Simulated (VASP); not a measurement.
# W2C (P-3m1) in VASP: notebook

W2C is run at these levels: PBE, LDA; tasks: single point.

Program: VASP 6.6.1. These are calculated values, not measurements. Logs are shortened: lines on timing, memory, paths and dates and some standing lists are left out, and cuts for length are marked.

## Step 1: The cell of the first run

The structure is trigonal, space group P-3m1 (No. 164). The conventional cell has a = 3.070 Å, b = 3.070 Å, c = 4.678 Å, α = 90.00°, β = 90.00°, γ = 120.00°. Within 2.8 Å of W (site symmetry 3m) lie 3 C at 2.13 Å. Within 2.8 Å of C (site symmetry -3m) lie 6 W at 2.13 Å.

## Step 2: Single point, PBE

The input, INCAR:

```
SYSTEM = W2C
  PREC = Accurate
  ENCUT = 600
  EDIFF = 1E-6
  ISMEAR = 0
  SIGMA = 0.1
  LREAL = .False.
  LASPH = .True.
  NELM = 120
  ALGO = Normal
  ISIF = 2
  LWAVE = .False.
  LCHARG = .True.
  GGA = PE
  LELF = .True.
  LVHAR = .True.
  NBANDS = 23
  ISYM = 0
  GGA_COMPAT = .False.
```

The input, KPOINTS:

```
Automatic mesh
0
Gamma
  1 2 2
  0.45 0.68 0.46
```

The input, POSCAR:

```
W2C
1.0
    3.0700456420      0.0000000000      0.0000000000
   -1.5350228210      2.6587375167      0.0000000000
    0.0000000000      0.0000000000      4.6784280000
W C
2 1
Direct
    0.3333333333      0.6666666667      0.7463310000
    0.6666666667      0.3333333333      0.2536690000
    0.0000000000      0.0000000000      0.0000000000
```

Potentials or basis: VASP PAW PBE potentials, release 64 (W_sv, C).

On the command line:

```sh
$ cat potpaw_PBE.64/W_sv/POTCAR potpaw_PBE.64/C/POTCAR > POTCAR
$ mpirun -np 1 vasp_std > vasp.out
```

OUTCAR:

```text
SYSTEM = W2C
   PREC = Accurate
   ENCUT = 600
   EDIFF = 1E-6
   ISMEAR = 0
   LREAL = .False.
   LASPH = .True.
   NELM = 120
   ISIF = 2
   GGA = PE
   ISYM = 0

 ion  position               nearest neighbor table
   1  0.333  0.667  0.746-   3 2.13   3 2.13   3 2.13   2 2.91   2 2.91   2 2.91   2 2.96   2 2.96
                             2 2.96
   2  0.667  0.333  0.254-   3 2.13   3 2.13   3 2.13   1 2.91   1 2.91   1 2.91   1 2.96   1 2.96
                             1 2.96
   3  0.000  0.000  0.000-   1 2.13   2 2.13   1 2.13   2 2.13   2 2.13   1 2.13

IMPORTANT INFORMATION: All symmetrisations will be switched off!
NOSYMM: (Re-)initialisation of all symmetry stuff for point group C_1.

----------------------------------------------------------------------------------------

                                     Primitive cell

  volume of cell :      38.1874

  direct lattice vectors                    reciprocal lattice vectors
     3.070045642  0.000000000  0.000000000     0.325728056  0.188059181  0.000000000
    -1.535022821  2.658737517  0.000000000     0.000000000  0.376118362  0.000000000
     0.000000000  0.000000000  4.678428000     0.000000000  0.000000000  0.213747011

  length of vectors
     3.070045642  3.070045642  4.678428000     0.376118362  0.376118362  0.213747011

  position of ions in fractional coordinates (direct lattice)
     0.333333333  0.666666667  0.746331000
     0.666666667  0.333333333  0.253669000
     0.000000000  0.000000000  0.000000000

  ion indices of the primitive-cell ions
   primitive index   ion index
                 1           1
                 2           2
                 3           3

----------------------------------------------------------------------------------------

 KPOINTS: Automatic mesh

Automatic generation of k-mesh.
 Grid dimensions read from file:
 generate k-points for:    1    2    2

 Generating k-lattice:

  Cartesian coordinates                     Fractional coordinates (reciprocal lattice)
     0.325728056  0.188059181  0.000000000     1.000000000 -0.000000000  0.000000000
     0.000000000  0.188059181  0.000000000     0.000000000  0.500000000  0.000000000
     0.000000000  0.000000000  0.106873505     0.000000000  0.000000000  0.500000000

  Length of vectors
     0.376118362  0.188059181  0.106873505

  Shift w.r.t. Gamma in fractional coordinates (k-lattice)
     0.450000000  0.680000000  0.460000000

 -----------------------------------------------------------------------------
|                                                                             |
|           W    W    AA    RRRRR   N    N  II  N    N   GGGG   !!!           |
|           W    W   A  A   R    R  NN   N  II  NN   N  G    G  !!!           |
|           W    W  A    A  R    R  N N  N  II  N N  N  G       !!!           |
|           W WW W  AAAAAA  RRRRR   N  N N  II  N  N N  G  GGG   !            |
|           WW  WW  A    A  R   R   N   NN  II  N   NN  G    G                |
|           W    W  A    A  R    R  N    N  II  N    N   GGGG   !!!           |
|                                                                             |
|     Your reciprocal lattice and k-lattice belong to different lattice       |
|     classes:                                                                |
|                                                                             |
|        The reciprocal lattice is hexagonal,                                 |
|        whereas your k-lattice is simple orthorhombic.                       |
|                                                                             |
|     Results are often still useful ...                                      |
|                                                                             |
 -----------------------------------------------------------------------------

 WARNING: IBZKPT: internal override: KBLOWUP is changed to .FALSE.
      ... skipping the blow-up phase ...

 Subroutine IBZKPT returns following result:
 ===========================================

 Found      4 irreducible k-points:

 Following reciprocal coordinates:
            Coordinates               Weight
  0.450000 -0.160000  0.230000      1.000000
  0.450000  0.340000  0.230000      1.000000
  0.450000 -0.160000 -0.270000      1.000000
  0.450000  0.340000 -0.270000      1.000000
   k-points           NKPTS =      4   k-points in BZ     NKDIM =      4   number of bands    NBANDS=     23
   number of dos      NEDOS =    301   number of ions     NIONS =      3
   total plane-waves  NPLWV =  31360
   dimension x,y,z NGX =    28 NGY =   28 NGZ =   40
   dimension x,y,z NGXF=    56 NGYF=   56 NGZF=   80
   ions per type =               2   1
   NGX,Y,Z   is equivalent  to a cutoff of  15.16, 15.16, 14.21 a.u.
   NGXF,Y,Z  is equivalent  to a cutoff of  30.32, 30.32, 28.43 a.u.
 SYSTEM =  W2C
   PREC   = accura    normal or accurate (medium, high low for compatibility)
   ISTART =      0    job   : 0-new  1-cont  2-samecut
   ICHARG =      2    charge: 1-file 2-atom 10-const
   ISPIN  =      1    spin polarized calculation?
   LNONCOLLINEAR =      F non collinear calculations
   LSORBIT =      F    spin-orbit coupling
   LASPH  =      T    aspherical Exc in radial PAW
   ENCUT  =  600.0 eV  44.10 Ry    6.64 a.u.   6.13  6.13  9.34*2*pi/ulx,y,z
   NELM   =    120;   NELMIN=  2; NELMDL= -5     # of ELM steps
   EDIFF  = 0.1E-05   stopping-criterion for ELM
   LREAL  =      F    real-space projection
   EDIFFG = 0.1E-04   stopping-criterion for IOM
   NSW    =      0    number of steps for IOM
   IBRION =     -1    ionic relax: 0-MD 1-quasi-New 2-CG
   NFREE  =      0    steps in history (QN), initial steepest desc. (CG)
   ISIF   =      2    stress and relaxation
   ISYM   =      0    0-nonsym 1-usesym 2-fastsym
   POTIM  = 0.5000    time-step for ionic-motion
   TEBEG  =    0.0;   TEEND  =   0.0 temperature during run
   PSTRESS=    0.0 pullay stress
   NELECT =      32.0000    total number of electrons
   NUPDOWN=      -1.0000    fix difference up-down
   EMIN   =  10.00;   EMAX   =-10.00  energy-range for DOS
   EFERMI =   0.00;   METHOD = LEGACY
   ISMEAR =     0;   SIGMA  =   0.10  broadening in eV -4-tet -1-fermi 0-gaus
   EFERMI_NEDOS =   21; number of points for ismear=-14 and -15
   IALGO  =     38    algorithm
   IMIX   =      4    mixing-type and parameters
     AMIX     =   0.40;   BMIX     =  1.00
     AMIX_MAG =   1.60;   BMIX_MAG =  1.00
  volume/ion in A,a.u.               =      12.73        85.90
  Fermi-wavevector in a.u.,A,eV,Ry     =   1.543422  2.916645 32.411147  2.382152
  Thomas-Fermi vector in A             =   2.649087
   LORBIT       =      0    0 simple, 1 ext, 2 COOP (PROOUT), +10 PAW based schemes
   GGA     = PE    functional components
   LHFCALC =     F    Hartree Fock is set to
   AEXX    =    0.0000 exact exchange contribution
   IVDW    =     0    specifies the selected vdW correction
   LEPSILON=     F    determine dielectric tensor
   LRPA    =     F    only Hartree local field effects (RPA)
 non-spin polarized calculation
 Gauss-broadening in eV      SIGMA  =   0.10
  energy-cutoff  :      600.00
  volume of cell :       38.19
 maximum number of plane-waves:      1282
 NGX is ok and might be reduce to    24

 number of electron      32.0000000 magnetization

 Free energy of the ion-electron system (eV)
  ---------------------------------------------------
  ext. energy  EPLUGINS =         0.00000000
  ---------------------------------------------------
  free energy    TOTEN  =       -33.78177176 eV

  energy without entropy =      -33.77806885  energy(sigma->0) =      -33.77992030

 E-fermi :  11.9908     XC(G=0): -13.4430

 val. band max:       11.8480203889   @ k =   0.4500   0.3400  -0.2700
 cond. band min:      12.1334238930   @ k =   0.4500  -0.1600  -0.2700
 fundamental gap:      0.2854035040
 Fermi energy:        11.9907965349

 k-point     1 :       0.4500   -0.1600    0.2300
  band No.  band energies     occupation
      1     -63.4079      2.00000
      2     -63.3837      2.00000
      3     -28.2047      2.00000
      4     -28.1246      2.00000
      5     -27.6310      2.00000
      6     -27.4726      2.00000
[... 15 lines left out ...]
     22      17.3824      0.00000
     23      19.1354      0.00000

 k-point     2 :       0.4500    0.3400    0.2300
  band No.  band energies     occupation
      1     -63.3984      2.00000
      2     -63.3852      2.00000
      3     -28.2694      2.00000
      4     -28.1196      2.00000
      5     -27.7132      2.00000
      6     -27.4282      2.00000
[... 15 lines left out ...]
     22      17.1557      0.00000
     23      19.7544      0.00000

 k-point     3 :       0.4500   -0.1600   -0.2700
  band No.  band energies     occupation
      1     -63.4063      2.00000
      2     -63.3853      2.00000
      3     -28.1999      2.00000
      4     -28.1051      2.00000
      5     -27.7256      2.00000
      6     -27.4166      2.00000
[... 15 lines left out ...]
     22      16.7715      0.00000
     23      18.4941      0.00000

 k-point     4 :       0.4500    0.3400   -0.2700
  band No.  band energies     occupation
      1     -63.3978      2.00000
      2     -63.3859      2.00000
      3     -28.2589      2.00000
      4     -28.1726      2.00000
      5     -27.5929      2.00000
      6     -27.4835      2.00000
[... 15 lines left out ...]
     22      17.1648      0.00000
     23      18.3167      0.00000

------------------------ aborting loop because EDIFF is reached ----------------------------------------

  FORCE on cell =-STRESS in cart. coord.  units (eV):
  Direction    XX          YY          ZZ          XY          YZ          ZX
  --------------------------------------------------------------------------------------
  -------------------------------------------------------------------------------------
  Total       -8.6488761      2.6926198      6.2431058      2.3362943      5.1163087      2.2736076
  in kB     -362.8691195    112.9705823    261.9334919     98.0207190    214.6580000     95.3906590
  external PRESSURE =       4.0116516 kB  Pullay stress =       0.0000000 kB

 VOLUME and BASIS-vectors are now :
 -----------------------------------------------------------------------------
  energy-cutoff  :      600.00
  volume of cell :       38.19
      direct lattice vectors                 reciprocal lattice vectors
     3.070045642  0.000000000  0.000000000     0.325728056  0.188059181  0.000000000
    -1.535022821  2.658737517  0.000000000     0.000000000  0.376118362  0.000000000
     0.000000000  0.000000000  4.678428000     0.000000000  0.000000000  0.213747011

 POSITION                                       TOTAL-FORCE (eV/Angst)
 -----------------------------------------------------------------------------------
     -0.00000      1.77249      3.49166         1.046888     -4.838325     -1.248322
      1.53502      0.88625      1.18677        -1.046900      4.838233      1.248257
      0.00000      0.00000      0.00000         0.000012      0.000092      0.000065
 -----------------------------------------------------------------------------------
    total drift:                               -0.000028     -0.000087      0.000191

  FREE ENERGIE OF THE ION-ELECTRON SYSTEM (eV)
  ---------------------------------------------------
  free  energy   TOTEN  =       -33.7817717562 eV

  energy  without entropy=      -33.7780688489  energy(sigma->0) =      -33.77992030
```

Run time: 11 s. Hardware: 1 thread of Intel Xeon 6975P-C, shared host; peak memory 0.17 GiB.

What came out:

- Free energy: -33.7818 eV
- Pressure: 0.4 GPa
- Largest force: 5.105 eV/Å
- Band gap on the k mesh: 0.29 eV, indirect (least direct gap 0.40 eV)

Forces in eV/Å, atoms in the order of the input:
```
W    1.047 -4.838 -1.248
W   -1.047  4.838  1.248
C    0.000  0.000  0.000
```

Caveat: the k points lie up to 2.36 Å⁻¹ apart; spin-orbit coupling is left out, which moves the levels of the heavy elements; forces of over 1 eV/Å act on the atoms, so gaps and moduli don't describe the material at rest. A k mesh can miss the band edges.

## Step 3: Single point, LDA

This run uses another cell than the first one, of the same volume but with other edges.

The input, INCAR:

```
SYSTEM = W2C
PREC = Accurate
ENCUT = 600
EDIFF = 1E-6
ISMEAR = 1
SIGMA = 0.015
LREAL = .FALSE.
LASPH = .TRUE.
NELM = 120
ALGO = Normal
ISIF = 2
LWAVE = .FALSE.
LCHARG = .FALSE.
GGA = CA
NBANDS = 23
GGA_COMPAT = .FALSE.
```

The input, KPOINTS:

```
regular mesh
0
G
  3 3 2
  0 0 0
```

The input, POSCAR:

```
W2C
1.0
    3.1541182048      0.0000000000      0.0000000000
   -1.5770591024      2.7315464919      0.0000000000
    0.0000000000      0.0000000000      4.4323462973
W C
2 1
Direct
    0.3333333333      0.6666666667      0.7558324057
    0.6666666667      0.3333333333      0.2441675943
    0.0000000000      0.0000000000      0.0000000000
```

Potentials or basis: VASP PAW LDA potentials, release 64 (W_sv, C).

On the command line:

```sh
$ cat potpaw_LDA.64/W_sv/POTCAR potpaw_LDA.64/C/POTCAR > POTCAR
$ mpirun -np 1 vasp_std > vasp.out
```

Run time: 7.8 s. Hardware: 1 thread of Intel Xeon 6975P-C, shared host; peak memory 0.15 GiB.

It converged, with:

```yaml
Free_energy: -38.1940 eV
Pressure: -8.0 GPa
Largest_force: 0.094 eV/Å
Band_gap_on_the_k_mesh: zero (band 16 reaches 11.99 eV, above the bottom of band 17 at 10.17 eV)
```

Forces on the atoms (eV/Å):
```
W    0.000  0.000 -0.094
W    0.000  0.000  0.094
C    0.000  0.000  0.000
```

Levels at points of the mesh, in eV from the Fermi level:
```
           k point  band 12  band 13  band 14  band 15  band 16  band 17  band 18  band 19  band 20  band 21
(0.00, 0.00, 0.00)    -5.65    -3.01    -1.34    -1.34    -0.76    -0.76    -0.13     1.32     1.32     2.19
(0.00, 0.00, 0.50)    -5.99    -2.30    -2.30    -2.19    -1.76     1.54     1.54     2.46     2.46     4.06
```

Caveat: the k points lie up to 0.77 Å⁻¹ apart; spin-orbit coupling is left out, which moves the levels of the heavy elements.

## Step 4: Single point, PBE

The input, INCAR:

```
SYSTEM = W2C
PREC     = Accurate       ! precision mode
ENCUT    = 600            ! plane-wave cutoff, eV
EDIFF    = 1E-6           ! SCF threshold, eV
ISMEAR   = -5             ! smearing method
SIGMA    = 0.1            ! smearing width, eV
LREAL    = .FALSE.        ! projectors in reciprocal space
LASPH    = .TRUE.         ! aspherical terms in the spheres
NELM     = 120            ! most SCF steps
ALGO     = Normal         ! electronic algorithm
ISIF     = 2              ! what is computed and relaxed
LWAVE    = .FALSE.        ! write WAVECAR
LCHARG   = .FALSE.        ! write CHGCAR
GGA      = PE             ! functional
NBANDS   = 23             ! bands
GGA_COMPAT= .FALSE.
```

The input, KPOINTS:

```
Automatic mesh
0
G
  3 3 2
  0 0 0
```

The input, POSCAR:

```
W2C
1.0
    3.0700456420      0.0000000000      0.0000000000
   -1.5350228210      2.6587375167      0.0000000000
    0.0000000000      0.0000000000      4.6784280000
W C
2 1
Direct
    0.3333333333      0.6666666667      0.7463310000
    0.6666666667      0.3333333333      0.2536690000
    0.0000000000      0.0000000000      0.0000000000
```

Potentials or basis: VASP PAW PBE potentials, release 64 (W_sv, C).

On the command line:

```sh
$ cat potpaw_PBE.64/W_sv/POTCAR potpaw_PBE.64/C/POTCAR > POTCAR
$ mpirun -np 1 vasp_std > vasp.out
```

Run time: 10 s. Hardware: 1 thread of Intel Xeon 6975P-C, shared host; peak memory 0.17 GiB.

Results (log left out):

| Quantity | Value |
| --- | --- |
| Free energy | -34.4871 eV |
| Pressure | 3.0 GPa |
| Largest force | 0.397 eV/Å |
| Band gap on the k mesh | zero (band 16 reaches 12.45 eV, above the bottom of band 17 at 10.47 eV) |

Forces in eV/Å, atoms in the order of the input:
```
W    0.000  0.000  0.397
W    0.000  0.000 -0.397
C    0.000  0.000  0.000
```

Stress tensor (GPa, compression positive):
```
 14.29   0.00   0.00
  0.00  14.29   0.00
  0.00   0.00 -19.63
```

Levels at points of the mesh, in eV from the Fermi level:
```csv
k point,band 14,band 15,band 16,band 17,band 18,band 19
"(0.00, 0.00, 0.00)",-1.60,-1.47,-1.47,-1.19,-1.19,0.44
"(0.00, 0.00, 0.50)",-2.90,-2.41,-2.41,0.90,0.90,1.53
```

Caveat: the k points lie up to 0.79 Å⁻¹ apart; spin-orbit coupling is left out, which moves the levels of the heavy elements; tetrahedron occupations give inexact forces and stress in metals.

## Step 5: Summary

| level | potentials or basis | cell | k mesh | smearing | gap on the mesh (eV) | pressure (GPa) | largest force (eV/Å) |
| --- | --- | --- | --- | --- | --- | --- | --- |
| PBE | VASP PAW PBE potentials, release 64 (W_sv, C) | a = 3.070, b = 3.070, c = 4.678 Å, angles 90.0, 90.0, 120.0°, 3 atoms | 1 × 2 × 2, shifted | gaussian 0.1 eV | 0.29 | 0.4 | 5.11 |
| LDA | VASP PAW LDA potentials, release 64 (W_sv, C) | a = 3.154, b = 3.154, c = 4.432 Å, angles 90.0, 90.0, 120.0°, 3 atoms | 3 × 3 × 2 | methfessel-paxton 0.015 eV | none | -8.0 | 0.09 |
| PBE | VASP PAW PBE potentials, release 64 (W_sv, C) | a = 3.070, b = 3.070, c = 4.678 Å, angles 90.0, 90.0, 120.0°, 3 atoms | 3 × 3 × 2 | tetrahedron | none | 3.0 | 0.40 |

Alike in all rows: task single point; no spin polarisation; cutoff (eV) 600.

Caveats: all runs use coarse meshes; spin-orbit coupling is left out, which moves the levels of the heavy elements; forces of over 1 eV/Å act on the atoms, so gaps and moduli don't describe the material at rest (some runs); tetrahedron occupations give inexact forces and stress in metals (some runs).

Total energies depend on the potentials used, so only differences within one code and one set of settings carry meaning.
